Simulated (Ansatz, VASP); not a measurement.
**One calculation of Cu, two programs**

```
CELL_PARAMETERS angstrom
-1.48090 1.48090 1.32430
1.48090 -1.48090 1.32430
1.48090 1.48090 -1.32430
ATOMIC_POSITIONS crystal
Cu 0.00000 0.00000 0.00000
```

Alike in both runs: task single point; functional LDA; k mesh 22 × 22 × 22; occupations gaussian, width 0.15 eV; no spin polarisation.

|  | VASP | Ansatz |
| --- | --- | --- |
| version | VASP 6.6.1 | Ansatz 0.2.0 |
| potentials or method | VASP PAW LDA potentials, release 64 (Cu), cutoff 520 eV | scalar-relativistic, plane waves, PAW |
| valence electrons in the cell | 11 | 19 |

VASP gave:

- gap on the k mesh at the Fermi level (eV): none
- pressure (GPa): -8.4
- traceless stress, the component that is largest in VASP (GPa): 0.52

Question: Which values does Ansatz return?

Answer: gap on the k mesh at the Fermi level (eV): none; pressure (GPa): -9.5; traceless stress, the component that is largest in VASP (GPa): 0.47.

Ansatz warns that its potentials were made for another functional, while VASP's fit it. LDA's correlation is that of Perdew and Zunger in VASP and of Perdew and Wang (1992) in Ansatz. A gap of «none» marks a metal or a gap that the smearing closes. VASP's potentials hold 11 valence electrons a cell and Ansatz's 19, so a difference there can come from the potentials and not from the codes.
